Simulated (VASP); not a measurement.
Input of a VASP 6.6.1 run:

The input POSCAR:

```
SnO2
1.0
    4.7380000000      0.0000000000      0.0000000000
    0.0000000000      4.7380000000      0.0000000000
    0.0000000000      0.0000000000      3.1865000000
Sn O
2 4
Direct
    0.5000000000      0.5000000000      0.5000000000
    0.0000000000      0.0000000000      0.0000000000
    0.8071000000      0.1929000000      0.5000000000
    0.6929000000      0.6929000000      0.0000000000
    0.1929000000      0.8071000000      0.5000000000
    0.3071000000      0.3071000000      0.0000000000
```

The input INCAR.step1:

```
PREC     = Accurate       # precision mode
ENCUT    = 520            # plane-wave cutoff, eV
ISMEAR   = 1              # smearing method
SIGMA    = 0.05           # smearing width, eV
LREAL    = F              # projectors in reciprocal space
LASPH    = T              # aspherical terms in the spheres
NELM     = 60             # most SCF steps
NBANDS   = 35             # bands
GGA      = PE             # functional
ALGO     = Normal         # electronic algorithm
EDIFF    = 1E-4           # SCF threshold, eV
LWAVE    = T              # write WAVECAR
LCHARG   = F              # write CHGCAR
```

The input INCAR.step2:

```
PREC     = Accurate       # precision mode
ENCUT    = 520            # plane-wave cutoff, eV
EDIFF    = 1E-7           # SCF threshold, eV
ISMEAR   = 1              # smearing method
SIGMA    = 0.05           # smearing width, eV
LREAL    = F              # projectors in reciprocal space
LASPH    = T              # aspherical terms in the spheres
NELM     = 60             # most SCF steps
ALGO     = Normal         # electronic algorithm
ISIF     = 2              # what is computed and relaxed
LWAVE    = F              # write WAVECAR
LCHARG   = F              # write CHGCAR
METAGGA  = R2SCAN         # meta-GGA
LMIXTAU  = T            
NBANDS   = 35             # bands
ISTART   = 1
```

File KPOINTS:

```
Automatic mesh
0
Gamma
  5 5 7
```

Potentials or basis: VASP PAW PBE potentials, release 64 (Sn_d, O).

Launch:

```console
$ cat potpaw_PBE.64/Sn_d/POTCAR potpaw_PBE.64/O/POTCAR > POTCAR
$ cp INCAR.step1 INCAR
$ mpirun -np 1 vasp_std > vasp.out
$ cp INCAR.step2 INCAR
$ mpirun -np 1 vasp_std > vasp.out
```

What does it give for the pressure?

4.5 GPa.

What does it give for the band gap on the k mesh?

1.99 eV, direct.

Forces in eV/Å, atoms in the order of the input:
```
Sn   0.000  0.000  0.000
Sn   0.000  0.000  0.000
O   -0.196  0.196  0.000
O    0.196  0.196  0.000
O    0.196 -0.196  0.000
O   -0.196 -0.196  0.000
```

Caveat: the PAW data sets were made with another functional, which shifts forces and pressure a little; spin-orbit coupling is left out, which moves the levels of the heavy elements. r2SCAN opens gaps a little over a GGA but as a rule still falls short of measured ones.
